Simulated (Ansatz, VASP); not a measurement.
One calculation of ZnIrC4N4, two programs

```xyz
10
Lattice="5.8826 0.0000 0.0000 0.0000 5.8826 0.0000 0.0000 0.0000 5.8826" Properties=species:S:1:pos:R:3 pbc="T T T"
Zn    2.9413    2.9413    2.9413
Ir    0.0000    0.0000    0.0000
C     1.1068    1.1068    1.1068
C     1.1068    4.7758    4.7758
C     4.7758    1.1068    4.7758
C     4.7758    4.7758    1.1068
N     1.7823    1.7823    1.7823
N     1.7823    4.1003    4.1003
N     4.1003    1.7823    4.1003
N     4.1003    4.1003    1.7823
```

Alike in both runs: task single point; functional PBE; k mesh 4 × 4 × 4; occupations gaussian, width 0.1 eV; collinear spin.

|  | VASP | Ansatz |
| --- | --- | --- |
| version | VASP 6.6.1 | Ansatz 0.2.0 |
| potentials or method | VASP PAW PBE potentials, release 64 (Zn, Ir, C, N), cutoff 520 eV | scalar-relativistic, plane waves, PAW |
| valence electrons in the cell | 57 | 65 |

```csv
,VASP,Ansatz,Ansatz less VASP
gap on the k mesh at the Fermi level (eV),0.38,0.38,-0.002
least direct gap on the mesh (eV),0.65,0.65,0.000
pressure (GPa),2.6,2.0,-0.61
rms of the force components (eV/Å),0.510,0.427,-0.0833
net moment per atom (μB),0.30,0.30,0.000
size of the moment on the site where the two differ most (μB),1.37,0.69,-0.676
```

Site moments also hang on the region over which each program counts them. Atom by atom the forces differ by 0.147 eV/Å (rms over components). VASP's potentials hold 57 valence electrons a cell and Ansatz's 65, so a difference there can come from the potentials and not from the codes.

Neither program's run includes spin-orbit coupling. Noted on VASP's run: the standard files for N, O and F lose accuracy on very short bonds.
